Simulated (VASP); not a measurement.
Set up this calculation in VASP 6.6.1, as the native input.

```
Task                   : single point
Functional             : PBE
Potentials or basis    : VASP PAW PBE potentials, release 64 (Si, Ti_sv)
Cutoff                 : 520 eV
k mesh                 : 2 × 2 × 2
Occupations            : fermi-dirac, width 0.02 eV
Spin                   : no spin polarisation
Dipole correction      : no
Further INCAR settings : LREAL = Auto; ALGO = Normal; EDIFF = 1e-06; NBANDS = 52
```

The structure of TiSi16 (a cell with a defect) lies in POSCAR:

```
TiSi16
1.0
    0.0000000000      5.4300000000      5.4300000000
    5.4300000000      0.0000000000      5.4300000000
    5.4300000000      5.4300000000      0.0000000000
Si Ti
16 1
Direct
    0.0012486188     -0.0007235727     -0.0006489871
    0.1245871087      0.1227681400      0.1230458564
    0.0041240331      0.0027700737      0.4961236648
    0.1246064457      0.1227423573      0.6287926335
    0.0039900552      0.4958992634      0.0031782689
    0.1245791897      0.6286832413      0.1229530387
    0.0039835175      0.4959752302      0.4961597606
    0.1376190608      0.6204078269      0.6206595764
    0.4978975138      0.0023024862      0.0028586556
    0.6306364641      0.1227101289      0.1229360958
    0.4978862799      0.0023825967      0.4960814917
    0.6219862799      0.1366061694      0.6202634438
    0.4978785451      0.4959024862      0.0027505525
    0.6218785451      0.6198805709      0.1372807551
    0.5000765193      0.4992461326      0.5000400552
    0.6218264273      0.6200500000      0.6202404236
    0.7505737569      0.7492603131      0.7497612339
```

One way to write it, as run:

INCAR

```
PREC = Accurate ; ENCUT = 520
EDIFF = 1E-6 ; ISMEAR = -1
SIGMA = 0.02 ; LREAL = Auto
LASPH = True ; NELM = 60
ALGO = Normal ; ISIF = 2
LWAVE = False ; LCHARG = False
GGA = PE ; NBANDS = 52
```

KPOINTS

```
regular mesh
0
Gamma
  2 2 2
```

Potentials or basis: VASP PAW PBE potentials, release 64 (Si, Ti_sv).

Run with:

```console
$ cat potpaw_PBE.64/Si/POTCAR potpaw_PBE.64/Ti_sv/POTCAR > POTCAR
$ mpirun -np 1 vasp_std > vasp.out
```

It gave:

| Property | Result |
| --- | --- |
| Pressure | 4.0 GPa |
| Largest force | 0.006 eV/Å |
| Band gap on the k mesh | zero (band 38 reaches 6.96 eV, above the bottom of band 39 at 6.53 eV) |

Caveat: the k points lie up to 0.50 Å⁻¹ apart.

Wall time 3.2 min on 1 thread of Intel(R) Xeon(R) 6975P-C (Granite Rapids), with other jobs on the host, peak memory 0.49 GiB.
